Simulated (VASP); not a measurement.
Set up this calculation in VASP 6.6.1, as the native input.

| Quantity | Value |
| --- | --- |
| Task | single point |
| Functional | RPBE |
| Potentials or basis | VASP PAW PBE potentials, release 64 (As_d) |
| Cutoff | 600 eV |
| k mesh | 10 × 10 × 10 |
| Occupations | fermi-dirac, width 0.1 eV |
| Spin | no spin polarisation |
| Dipole correction | no |
| Further INCAR settings | ALGO = Normal; EDIFF = 1e-06; NBANDS = 22 |

The structure of As lies in POSCAR:

```
As
1.0
    1.8236403154      1.0528792270      6.9252809082
   -1.8236403154      1.0528792270      6.9252809082
    0.0000000000     -2.1057584540      6.9252809082
As
2
Direct
    0.7999022461      0.7999022461      0.7999022461
    0.2000977539      0.2000977539      0.2000977539
```

One way to write it, as run:

INCAR

```
ALGO = Normal ; EDIFF = 1E-6
ENCUT = 600 ; GGA = RP
GGA_COMPAT = F ; ISIF = 2
ISMEAR = -1 ; LASPH = T
LCHARG = T ; LELF = T
LREAL = F ; LVHAR = T
LWAVE = F ; NBANDS = 22
NELM = 120 ; PREC = Accurate
SIGMA = 0.1
```

KPOINTS

```
k-points
0
Gamma
  10 10 10
```

Potentials or basis: VASP PAW PBE potentials, release 64 (As_d).

The run is started by

```sh
$ cat potpaw_PBE.64/As_d/POTCAR > POTCAR
$ mpirun -np 1 vasp_std > vasp.out
```

Results of the run:

```yaml
Pressure: 0.1 GPa
Largest_force: 0.023 eV/Å
Band_gap_on_the_k_mesh: 1.66 eV (least direct gap 1.81 eV)
```

Caveat: the PAW data sets were made with another functional, which shifts forces and pressure a little.

It took 4.4 min on 1 thread of Intel(R) Xeon(R) 6975P-C (Granite Rapids), on a shared host, peak memory 0.56 GiB.
